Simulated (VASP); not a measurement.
# KF (Fm-3m) in VASP: a series of runs

The runs below take KF through single point, relaxation of cell and atoms, with PBEsol.

Everything below comes from runs of VASP 6.6.1. Logs are shortened: lines on timing, memory, paths and dates and some standing lists are left out, and cuts for length are marked.

### Step 1. The cell of the first run

Symmetry: Fm-3m, No. 225, cubic system. Conventional cell: a = 5.308 Å, b = 5.308 Å, c = 5.308 Å, α = 90.00°, β = 90.00°, γ = 90.00°. K (site symmetry m-3m) has 6 F at 2.65 Å within 3.5 Å. Within 3.5 Å of F (site symmetry m-3m) lie 6 K at 2.65 Å.

### Step 2. Single point, PBEsol

Input file INCAR:

```
SYSTEM = KF
PREC = Accurate
ENCUT = 520
EDIFF = 1E-7
ISMEAR = 0
SIGMA = 0.02
LREAL = .False.
LASPH = .True.
NELM = 80
ALGO = Normal
ISIF = 2
LWAVE = .False.
LCHARG = .True.
GGA = PS
LELF = .True.
LVHAR = .True.
NBANDS = 15
```

Input file KPOINTS:

```
regular mesh
0
Gamma
  8 8 8
  0 0 0
```

Input file POSCAR:

```
KF
1.0
    0.0000000000      2.6542112719      2.6542112719
    2.6542112719      0.0000000000      2.6542112719
    2.6542112719      2.6542112719      0.0000000000
K F
1 1
Direct
    0.0000000000      0.0000000000      0.0000000000
    0.5000000000      0.5000000000      0.5000000000
```

Potentials or basis: VASP PAW PBE potentials, release 64 (K_sv, F).

On the command line:

```sh
cat potpaw_PBE.64/K_sv/POTCAR potpaw_PBE.64/F/POTCAR > POTCAR
mpirun -np 1 vasp_std > vasp.out
```

OUTCAR:

```text
SYSTEM = KF
   PREC = Accurate
   ENCUT = 520
   EDIFF = 1E-7
   ISMEAR = 0
   LREAL = .False.
   LASPH = .True.
   NELM = 80
   ISIF = 2
   GGA = PS

 ion  position               nearest neighbor table
   1  0.000  0.000  0.000-   2 2.65   2 2.65   2 2.65   2 2.65   2 2.65   2 2.65
   2  0.500  0.500  0.500-   1 2.65   1 2.65   1 2.65   1 2.65   1 2.65   1 2.65

  LATTYP: Found a face centered cubic cell.
 ALAT       =     5.3084225438

  Lattice vectors:

 A1 = (   0.0000000000,   2.6542112719,   2.6542112719)
 A2 = (   2.6542112719,   0.0000000000,   2.6542112719)
 A3 = (   2.6542112719,   2.6542112719,   0.0000000000)

Analysis of symmetry for initial positions (statically):
=====================================================================
 Subroutine PRICEL returns:
 Original cell was already a primitive cell.

 Routine SETGRP: Setting up the symmetry group for a
 face centered cubic supercell.

 Subroutine GETGRP returns: Found 48 space group operations
 (whereof 48 operations were pure point group operations)
 out of a pool of 48 trial point group operations.

The static configuration has the point symmetry O_h .

Analysis of symmetry for dynamics (positions and initial velocities):
=====================================================================
 Subroutine PRICEL returns:
 Original cell was already a primitive cell.

 Routine SETGRP: Setting up the symmetry group for a
 face centered cubic supercell.

 Subroutine GETGRP returns: Found 48 space group operations
 (whereof 48 operations were pure point group operations)
 out of a pool of 48 trial point group operations.

The dynamic configuration has the point symmetry O_h .

 Subroutine INISYM returns: Found 48 space group operations
 (whereof 48 operations are pure point group operations),
 and found     1 'primitive' translations

----------------------------------------------------------------------------------------

                                     Primitive cell

  volume of cell :      37.3970

  direct lattice vectors                    reciprocal lattice vectors
     0.000000000  2.654211272  2.654211272    -0.188379880  0.188379880  0.188379880
     2.654211272  0.000000000  2.654211272     0.188379880 -0.188379880  0.188379880
     2.654211272  2.654211272  0.000000000     0.188379880  0.188379880 -0.188379880

  length of vectors
     3.753621578  3.753621578  3.753621578     0.326283523  0.326283523  0.326283523

  position of ions in fractional coordinates (direct lattice)
     0.000000000  0.000000000  0.000000000
     0.500000000  0.500000000  0.500000000

  ion indices of the primitive-cell ions
   primitive index   ion index
                 1           1
                 2           2

----------------------------------------------------------------------------------------

 KPOINTS: regular mesh

Automatic generation of k-mesh.
 Grid dimensions read from file:
 generate k-points for:    8    8    8

 Generating k-lattice:

  Cartesian coordinates                     Fractional coordinates (reciprocal lattice)
    -0.023547485  0.023547485  0.023547485     0.125000000  0.000000000  0.000000000
     0.023547485 -0.023547485  0.023547485     0.000000000  0.125000000  0.000000000
     0.023547485  0.023547485 -0.023547485     0.000000000  0.000000000  0.125000000

  Length of vectors
     0.040785440  0.040785440  0.040785440

  Shift w.r.t. Gamma in fractional coordinates (k-lattice)
     0.000000000  0.000000000  0.000000000

 Subroutine IBZKPT returns following result:
 ===========================================

 Found     29 irreducible k-points:

 Following reciprocal coordinates:
            Coordinates               Weight
  0.000000  0.000000  0.000000      1.000000
  0.125000  0.000000  0.000000      8.000000
  0.250000  0.000000  0.000000      8.000000
  0.375000  0.000000  0.000000      8.000000
  0.500000  0.000000  0.000000      4.000000
  0.125000  0.125000  0.000000      6.000000
[... 16 lines left out ...]
  0.500000  0.250000  0.125000     48.000000
 -0.375000  0.250000  0.125000     24.000000
 [... further k-points ...]
   k-points           NKPTS =     29   k-points in BZ     NKDIM =     29   number of bands    NBANDS=     15
   number of dos      NEDOS =    301   number of ions     NIONS =      2
   total plane-waves  NPLWV =  21952
   dimension x,y,z NGX =    28 NGY =   28 NGZ =   28
   dimension x,y,z NGXF=    56 NGYF=   56 NGZF=   56
   ions per type =               1   1
   NGX,Y,Z   is equivalent  to a cutoff of  12.40, 12.40, 12.40 a.u.
   NGXF,Y,Z  is equivalent  to a cutoff of  24.80, 24.80, 24.80 a.u.
 SYSTEM =  KF
   PREC   = accura    normal or accurate (medium, high low for compatibility)
   ISTART =      0    job   : 0-new  1-cont  2-samecut
   ICHARG =      2    charge: 1-file 2-atom 10-const
   ISPIN  =      1    spin polarized calculation?
   LNONCOLLINEAR =      F non collinear calculations
   LSORBIT =      F    spin-orbit coupling
   LASPH  =      T    aspherical Exc in radial PAW
   ENCUT  =  520.0 eV  38.22 Ry    6.18 a.u.   6.98  6.98  6.98*2*pi/ulx,y,z
   NELM   =     80;   NELMIN=  2; NELMDL= -5     # of ELM steps
   EDIFF  = 0.1E-06   stopping-criterion for ELM
   LREAL  =      F    real-space projection
   EDIFFG = 0.1E-05   stopping-criterion for IOM
   NSW    =      0    number of steps for IOM
   IBRION =     -1    ionic relax: 0-MD 1-quasi-New 2-CG
   NFREE  =      0    steps in history (QN), initial steepest desc. (CG)
   ISIF   =      2    stress and relaxation
   ISYM   =      2    0-nonsym 1-usesym 2-fastsym
   POTIM  = 0.5000    time-step for ionic-motion
   TEBEG  =    0.0;   TEEND  =   0.0 temperature during run
   PSTRESS=    0.0 pullay stress
   NELECT =      16.0000    total number of electrons
   NUPDOWN=      -1.0000    fix difference up-down
   EMIN   =  10.00;   EMAX   =-10.00  energy-range for DOS
   EFERMI =   0.00;   METHOD = LEGACY
   ISMEAR =     0;   SIGMA  =   0.02  broadening in eV -4-tet -1-fermi 0-gaus
   EFERMI_NEDOS =   21; number of points for ismear=-14 and -15
   IALGO  =     38    algorithm
   IMIX   =      4    mixing-type and parameters
     AMIX     =   0.40;   BMIX     =  1.00
     AMIX_MAG =   1.60;   BMIX_MAG =  1.00
  volume/ion in A,a.u.               =      18.70       126.18
  Fermi-wavevector in a.u.,A,eV,Ry     =   1.233586  2.331139 20.704445  1.521734
  Thomas-Fermi vector in A             =   2.368310
   LORBIT       =      0    0 simple, 1 ext, 2 COOP (PROOUT), +10 PAW based schemes
   GGA     = PS    functional components
   LHFCALC =     F    Hartree Fock is set to
   AEXX    =    0.0000 exact exchange contribution
   IVDW    =     0    specifies the selected vdW correction
   LEPSILON=     F    determine dielectric tensor
   LRPA    =     F    only Hartree local field effects (RPA)
 non-spin polarized calculation
 Gauss-broadening in eV      SIGMA  =   0.02
  energy-cutoff  :      520.00
  volume of cell :       37.40
 maximum number of plane-waves:      1036
   NGX = 13   NGY = 13   NGZ = 13

 number of electron      16.0000012 magnetization

 Free energy of the ion-electron system (eV)
  ---------------------------------------------------
  ext. energy  EPLUGINS =         0.00000000
  ---------------------------------------------------
  free energy    TOTEN  =        -8.52007684 eV

  energy without entropy =       -8.52007684  energy(sigma->0) =       -8.52007684

 E-fermi :  -2.6941     XC(G=0):  -8.7052

 val. band max:       -2.8558199848   @ k =   0.0000   0.0000   0.0000
 cond. band min:       3.2736315852   @ k =   0.0000   0.0000   0.0000
 fundamental gap:      6.1294515699
 Fermi energy:        -2.6940789555

 k-point     1 :       0.0000    0.0000    0.0000
  band No.  band energies     occupation
      1     -28.7655      2.00000
      2     -21.3946      2.00000
      3     -12.0617      2.00000
      4     -12.0617      2.00000
      5     -12.0617      2.00000
      6      -2.8558      2.00000
      7      -2.8558      2.00000
      8      -2.8558      2.00000
      9       3.2736      0.00000
     10       7.8313      0.00000
     11       7.8313      0.00000
     12       7.8313      0.00000
     13       9.5335      0.00000
     14       9.5335      0.00000
     15      13.9856      0.00000

 k-point     2 :       0.1250    0.0000    0.0000
  band No.  band energies     occupation
      1     -28.7499      2.00000
      2     -21.4097      2.00000
      3     -12.1054      2.00000
      4     -12.0674      2.00000
      5     -12.0674      2.00000
      6      -3.0046      2.00000
      7      -2.9125      2.00000
      8      -2.9125      2.00000
      9       3.7181      0.00000
     10       7.5678      0.00000
     11       8.0485      0.00000
     12       8.0485      0.00000
     13       9.6863      0.00000
     14       9.6863      0.00000
     15      14.7729      0.00000

 k-point     3 :       0.2500    0.0000    0.0000
  band No.  band energies     occupation
      1     -28.7120      2.00000
      2     -21.4456      2.00000
      3     -12.2097      2.00000
      4     -12.0811      2.00000
      5     -12.0811      2.00000
      6      -3.3185      2.00000
      7      -3.0461      2.00000
      8      -3.0461      2.00000
      9       4.8181      0.00000
     10       7.2115      0.00000
     11       8.5880      0.00000
     12       8.5880      0.00000
     13      10.1576      0.00000
     14      10.1576      0.00000
     15      15.8945      0.00000
[... 343 lines left out ...]
 k-point    23 :       0.5000    0.2500    0.1250
  band No.  band energies     occupation
      1     -28.6565      2.00000
      2     -21.4657      2.00000
      3     -12.3611      2.00000
      4     -12.2808      2.00000
      5     -12.1311      2.00000
      6      -3.4464      2.00000
      7      -3.1731      2.00000
      8      -3.0187      2.00000
      9       6.3475      0.00000
     10       6.7706      0.00000
     11       8.9524      0.00000
     12       9.7934      0.00000
     13      10.7503      0.00000
     14      11.7494      0.00000
     15      13.4970      0.00000

 k-point    24 :      -0.3750    0.2500    0.1250
  band No.  band energies     occupation
      1     -28.6442      2.00000
      2     -21.4719      2.00000
      3     -12.4094      2.00000
      4     -12.2992      2.00000
      5     -12.1391      2.00000
      6      -3.4533      2.00000
      7      -3.1495      2.00000
      8      -3.1211      2.00000
      9       6.5210      0.00000
     10       7.2180      0.00000
     11       8.8869      0.00000
     12       9.9523      0.00000
     13      11.2484      0.00000
     14      12.3078      0.00000
     15      12.5646      0.00000

 [... further k-points ...]

------------------------ aborting loop because EDIFF is reached ----------------------------------------

  FORCE on cell =-STRESS in cart. coord.  units (eV):
  Direction    XX          YY          ZZ          XY          YZ          ZX
  --------------------------------------------------------------------------------------
  -------------------------------------------------------------------------------------
  Total        0.0043258      0.0043258      0.0043258      0.0000000      0.0000000      0.0000000
  in kB        0.1853260      0.1853260      0.1853260      0.0000000      0.0000000      0.0000000
  external PRESSURE =       0.1853260 kB  Pullay stress =       0.0000000 kB

 VOLUME and BASIS-vectors are now :
 -----------------------------------------------------------------------------
  energy-cutoff  :      520.00
  volume of cell :       37.40
      direct lattice vectors                 reciprocal lattice vectors
     0.000000000  2.654211272  2.654211272    -0.188379880  0.188379880  0.188379880
     2.654211272  0.000000000  2.654211272     0.188379880 -0.188379880  0.188379880
     2.654211272  2.654211272  0.000000000     0.188379880  0.188379880 -0.188379880

 POSITION                                       TOTAL-FORCE (eV/Angst)
 -----------------------------------------------------------------------------------
      0.00000      0.00000      0.00000        -0.000000      0.000000      0.000000
      2.65421      2.65421      2.65421         0.000000     -0.000000     -0.000000
 -----------------------------------------------------------------------------------
    total drift:                                0.000000      0.000000      0.000000

  FREE ENERGIE OF THE ION-ELECTRON SYSTEM (eV)
  ---------------------------------------------------
  free  energy   TOTEN  =        -8.5200768445 eV

  energy  without entropy=       -8.5200768445  energy(sigma->0) =       -8.52007684
```

Wall time 7.8 s (1 thread of Intel Xeon 6975P-C (Granite Rapids), shared host); peak memory 0.15 GiB.

Results:

* Free energy: -8.5201 eV
* Pressure: 0.0 GPa
* Band gap on the k mesh: 6.13 eV, direct

Caveat: the PAW data sets were made with another functional, which shifts forces and pressure a little. A k mesh can miss the band edges.

### Step 3. Relaxation of cell and atoms, PBEsol

This run uses another cell than the first one, of 19.07 Å³/atom, 1.020 times its volume.

Input file INCAR:

```
PREC     = Accurate       # precision mode
ENCUT    = 600            # plane-wave cutoff, eV
EDIFF    = 1E-7           # SCF threshold, eV
ISMEAR   = 0              # smearing method
SIGMA    = 0.02           # smearing width, eV
LREAL    = False          # projectors in reciprocal space
LASPH    = True           # aspherical terms in the spheres
NELM     = 80             # most SCF steps
ALGO     = Normal         # electronic algorithm
ISIF     = 3              # what is computed and relaxed
LWAVE    = False          # write WAVECAR
LCHARG   = False          # write CHGCAR
GGA      = PS             # functional
IBRION   = 2              # ionic algorithm
NSW      = 100            # ionic steps
EDIFFG   = -0.005         # ionic threshold
```

Input file KPOINTS:

```
regular mesh
0
Gamma
  8 8 8
```

Input file POSCAR:

```
KF
1.0
    0.0000000000      2.6718500000      2.6718500000
    2.6718500000      0.0000000000      2.6718500000
    2.6718500000      2.6718500000      0.0000000000
K F
1 1
Direct
    0.0000000000      0.0000000000      0.0000000000
    0.5000000000      0.5000000000      0.5000000000
```

Potentials or basis: VASP PAW PBE potentials, release 64 (K_sv, F).

On the command line:

```sh
cat potpaw_PBE.64/K_sv/POTCAR potpaw_PBE.64/F/POTCAR > POTCAR
mpirun -np 1 vasp_std > vasp.out
```

Run time: 18 s. Hardware: 1 thread of Intel Xeon 6975P-C (Granite Rapids), shared host; peak memory 0.18 GiB.

Results (log left out):

```
Free energy                            : -8.5227 eV
Relaxed volume                         : 18.69 Å³/atom
Relaxed cell                           : a = 3.753 Å, b = 3.753 Å, c = 3.753 Å, α = 60.00°, β = 60.00°, γ = 60.00°
Space group after relaxing (to 0.05 Å) : Fm-3m (No. 225)
Energy gained by relaxing              : 0.8 meV/atom
Ionic steps                            : 3
Pressure after relaxing                : 0.0 GPa
Band gap on the k mesh                 : 6.13 eV, direct
```

Step by step:
| step | energy change (eV) | largest force (eV/Å) | pressure (GPa) | volume (Å³) |
| --- | --- | --- | --- | --- |
| 1 | 0.0000 | 0.0000 | -0.64 | 38.15 |
| 2 | -0.0012 | 0.0000 | -0.29 | 37.73 |
| 3 | -0.0015 | 0.0000 | 0.01 | 37.39 |

Final structure:
```
CELL_PARAMETERS angstrom
0.00000 2.65396 2.65396
2.65396 0.00000 2.65396
2.65396 2.65396 0.00000
ATOMIC_POSITIONS crystal
K 0.00000 0.00000 0.00000
F 0.50000 0.50000 0.50000
```

Levels at points of the mesh, in eV from the valence-band top:
```tsv
k point	band 4	band 5	band 6	band 7	band 8	band 9	band 10	band 11	band 12
(0.00, 0.00, 0.00)	-9.20	-9.20	0.00	0.00	0.00	6.13	10.69	10.69	10.69
(0.50, 0.00, 0.00)	-9.24	-9.24	-0.84	-0.37	-0.37	9.06	10.61	12.14	12.14
(0.50, 0.50, 0.00)	-9.44	-9.44	-0.20	-0.05	-0.05	8.11	10.35	11.82	13.71
```

Caveat: the PAW data sets were made with another functional, which shifts forces and pressure a little. As with any semilocal functional, this PBEsol gap is likely too small.
